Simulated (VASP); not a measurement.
Input of a VASP 6.6.1 run:

The input INCAR:

```
SYSTEM = MgW7
ALGO     = Fast           ! electronic algorithm
EDIFF    = 1E-6           ! SCF threshold, eV
EDIFFG   = -0.04          ! ionic threshold
ENCUT    = 600            ! plane-wave cutoff, eV
GGA      = PE             ! functional
IBRION   = 2              ! ionic algorithm
ISIF     = 3              ! what is computed and relaxed
ISMEAR   = 0              ! smearing method
LASPH    = .TRUE.         ! aspherical terms in the spheres
LCHARG   = .FALSE.        ! write CHGCAR
LREAL    = .FALSE.        ! projectors in reciprocal space
LWAVE    = .FALSE.        ! write WAVECAR
NELM     = 60             ! most SCF steps
NSW      = 90             ! ionic steps
PREC     = Accurate       ! precision mode
SIGMA    = 0.1            ! smearing width, eV
```

The input KPOINTS:

```
k-points
0
G
  4 4 2
  0 0 0
```

Contents of POSCAR:

```
MgW7
1.0
    4.0559990600      0.0000000000      0.0000000000
    0.0000000000      4.0559990600      0.0000000000
    0.0000000000      0.0000000000      8.1119981100
Mg W
1 7
Direct
    0.0000000000      0.0000000000      0.0000000000
    0.5000000000      0.0000000000      0.7500000000
    0.5000000000      0.5000000000      0.5000000000
    0.5000000000      0.0000000000      0.2500000000
    0.5000000000      0.5000000000      0.0000000000
    0.0000000000      0.5000000000      0.7500000000
    0.0000000000      0.0000000000      0.5000000000
    0.0000000000      0.5000000000      0.2500000000
```

Potentials or basis: VASP PAW PBE potentials, release 64 (Mg, W_sv).

Command:

```bash
$ cat potpaw_PBE.64/Mg/POTCAR potpaw_PBE.64/W_sv/POTCAR > POTCAR
$ mpirun -np 1 vasp_std > vasp.out
```

(1) What does it give for the relaxed volume?

(2) Predict the relaxed cell.

## Answers

(1) 16.42 Å³/atom.

(2) a = 3.880 Å, b = 3.880 Å, c = 8.725 Å, α = 90.00°, β = 90.00°, γ = 90.00°.

Caveat: the k points lie up to 0.40 Å⁻¹ apart in the final cell.
